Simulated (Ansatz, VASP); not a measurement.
**Two plane-wave programs on Al**

The input INCAR:

```
ALGO     = Fast           # electronic algorithm
EDIFF    = 1E-6           # SCF threshold, eV
ENCUT    = 520            # plane-wave cutoff, eV
GGA      = PS             # functional
ISIF     = 2              # what is computed and relaxed
ISMEAR   = 0              # smearing method
LASPH    = T              # aspherical terms in the spheres
LCHARG   = F              # write CHGCAR
LREAL    = F              # projectors in reciprocal space
LWAVE    = F              # write WAVECAR
NBANDS   = 22             # bands
NELM     = 80             # most SCF steps
PREC     = Accurate       # precision mode
SIGMA    = 0.15           # smearing width, eV
```

KPOINTS

```
k-points
0
Gamma
  10 10 10
```

File POSCAR:

```
Al
1.0
    3.2126361663      3.2126361663      3.2126361663
   -3.2126361663     -3.2126361663      3.2126361663
    3.2126361663     -3.2126361663     -3.2126361663
Al
8
Direct
   -0.1820934490      0.6092560694      0.4271626204
    0.0000000000      0.0000000000      0.5000000000
    0.0000000000      0.5000000000      0.0000000000
    0.0000000000      0.0000000000      0.0000000000
    0.5000000000      0.5000000000      0.5000000000
    0.5000000000      0.0000000000      0.5000000000
    0.5000000000      0.5000000000      0.0000000000
    0.5000000000      0.0000000000      0.0000000000
```

Input for Ansatz:

```yaml
crystal:
  lattice:
    - [3.2126361663, 3.2126361663, 3.2126361663]
    - [-3.2126361663, -3.2126361663, 3.2126361663]
    - [3.2126361663, -3.2126361663, -3.2126361663]
  atoms:
    - { symbol: Al, position: [-0.182093449, 0.6092560694, 0.4271626204] }
    - { symbol: Al, position: [0.0, 0.0, 0.5] }
    - { symbol: Al, position: [0.0, 0.5, 0.0] }
    - { symbol: Al, position: [0.0, 0.0, 0.0] }
    - { symbol: Al, position: [0.5, 0.5, 0.5] }
    - { symbol: Al, position: [0.5, 0.0, 0.5] }
    - { symbol: Al, position: [0.5, 0.5, 0.0] }
    - { symbol: Al, position: [0.5, 0.0, 0.0] }
basis:
  ecutwfc: 420
kpoints:
  mp_grid: { grid: [10, 10, 10] }
hamiltonian:
  xc: pbesol
  pseudopotentials: { kind: paw, azcp: { folder: soft_1 } }
scf:
  occupations: { method: gaussian, width: 0.15 }
output:
  forces: true
  stress: true
  eigenvalues: true
```

Alike in both runs: task single point; functional PBEsol; k mesh 10 × 10 × 10; occupations gaussian, width 0.15 eV; no spin polarisation.

```csv
,VASP,Ansatz
version,VASP 6.6.1,Ansatz 0.2.0
potentials or method,"VASP PAW PBE potentials, release 64 (Al), cutoff 520 eV","scalar-relativistic, plane waves, PAW"
valence electrons in the cell,24,24
```

```tsv
	VASP	Ansatz	Ansatz less VASP
gap on the k mesh at the Fermi level (eV)	none	none	-
pressure (GPa)	19.3	19.1	-0.16
traceless stress, the component that is largest in VASP (GPa)	16.28	16.25	-0.035
rms of the force components (eV/Å)	4.384	4.366	-0.0177
```

VASP's potentials were made for PBE, not for PBEsol, and Ansatz warns of the same on its side. Atom by atom the forces differ by 0.018 eV/Å (rms over components). A gap of «none» marks a metal or a gap that the smearing closes.
